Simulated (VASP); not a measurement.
A run of VASP 6.6.1 is set up as follows.

INCAR

```
ALGO     = Normal         # electronic algorithm
EDIFF    = 1E-7           # SCF threshold, eV
EDIFFG   = -0.004         # ionic threshold
ENCUT    = 600            # plane-wave cutoff, eV
IBRION   = 2              # ionic algorithm
ISIF     = 3              # what is computed and relaxed
ISMEAR   = 0              # smearing method
LASPH    = True           # aspherical terms in the spheres
LCHARG   = False          # write CHGCAR
LREAL    = False          # projectors in reciprocal space
LWAVE    = False          # write WAVECAR
NELM     = 80             # most SCF steps
NSW      = 70             # ionic steps
PREC     = Accurate       # precision mode
PSTRESS  = 120.0        
SIGMA    = 0.1            # smearing width, eV
```

The input KPOINTS:

```
k-points
0
Gamma
  18 18 10
```

The input POSCAR:

```
Mg
1.0
    2.7775929351      0.0000000000      0.0000000000
   -1.3887964676      2.4054660432      0.0000000000
    0.0000000000      0.0000000000      4.4841918494
Mg
2
Direct
    0.3333333333      0.6666666667      0.2500000000
    0.6666666667      0.3333333333      0.7500000000
```

Potentials or basis: VASP PAW LDA potentials, release 64 (Mg).

Run with:

```sh
$ cat potpaw_LDA.64/Mg/POTCAR > POTCAR
$ mpirun -np 1 vasp_std > vasp.out
```

Problem. Estimate the relaxed volume.

Solution. 17.60 Å³/atom.

Problem. What does it give for the band gap on the k mesh?

Solution. Zero (band 2 reaches 5.01 eV, above the bottom of band 3 at 2.80 eV).

Problem. What does it give for the relaxed cell?

Solution. a = 2.930 Å, b = 2.930 Å, c = 4.732 Å, α = 90.00°, β = 90.00°, γ = 120.00°.

Problem. Predict the space group after relaxing (to 0.05 Å).

Solution. P6_3/mmc (No. 194).

Final structure:
```
Mg
1.0
     2.93047    0.00000    0.00000
    -1.46524    2.53786    0.00000
     0.00000    0.00000    4.73188
Mg
2
Direct
  0.33333 0.66667 0.25000
  0.66667 0.33333 0.75000
```

Caveat: the cell is relaxed towards a set pressure, so the enthalpy falls and the energy may rise; the volume moved by over 15 % at a fixed basis, so the end points are rough.
